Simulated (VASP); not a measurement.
Input of a VASP 6.6.1 run:

The input POSCAR:

```
TiAl3
1.0
    2.8116683263     -0.0196588470     -0.0186566057
   -0.0324080002      4.6421640465     -0.0100864170
   -0.0321977504     -0.0105593121      4.9349421324
Ti Al
1 3
Direct
   -0.0267402667      0.4885473599      0.1760357973
    0.5033607929      0.5236931408      0.6745434641
    0.4735485346      0.0418715234      0.3082792194
    0.0048113747     -0.0030813399      0.8463180768
```

Contents of INCAR.step1:

```
  PREC = Accurate
  ENCUT = 520
  ISMEAR = 0
  SIGMA = 0.1
  LREAL = F
  LASPH = T
  NELM = 100
  NBANDS = 18
  GGA = PE
  ALGO = Normal
  EDIFF = 1E-4
  LWAVE = T
  LCHARG = F
```

Contents of INCAR.step2:

```
  PREC = Accurate
  ENCUT = 520
  EDIFF = 1E-7
  ISMEAR = 0
  SIGMA = 0.1
  LREAL = F
  LASPH = T
  NELM = 100
  ALGO = Normal
  ISIF = 2
  LWAVE = F
  LCHARG = F
  METAGGA = R2SCAN
  LMIXTAU = T
  NBANDS = 18
  ISTART = 1
```

Contents of KPOINTS:

```
Automatic mesh
0
Gamma
  4 4 4
```

Potentials or basis: VASP PAW PBE potentials, release 64 (Ti_sv, Al).

Command:

```sh
$ cat potpaw_PBE.64/Ti_sv/POTCAR potpaw_PBE.64/Al/POTCAR > POTCAR
$ cp INCAR.step1 INCAR
$ mpirun -np 1 vasp_std > vasp.out
$ cp INCAR.step2 INCAR
$ mpirun -np 1 vasp_std > vasp.out
```

Question: What does it give for the band gap on the k mesh?

Answer: Zero (an odd number of electrons rules out a gap without spin polarisation).

Question: Estimate the pressure.

Answer: 1.5 GPa.

Question: What does it give for the largest force?

Answer: 1.927 eV/Å.

Forces on the atoms (eV/Å):
```
Ti   0.230  1.575 -0.427
Al  -0.292 -0.367 -0.216
Al   0.113 -1.589  1.084
Al  -0.051  0.381 -0.441
```

Caveat: the k points lie up to 0.56 Å⁻¹ apart, too coarse for converged energies and pressures of a metal; the PAW data sets were made with another functional, which shifts forces and pressure a little.
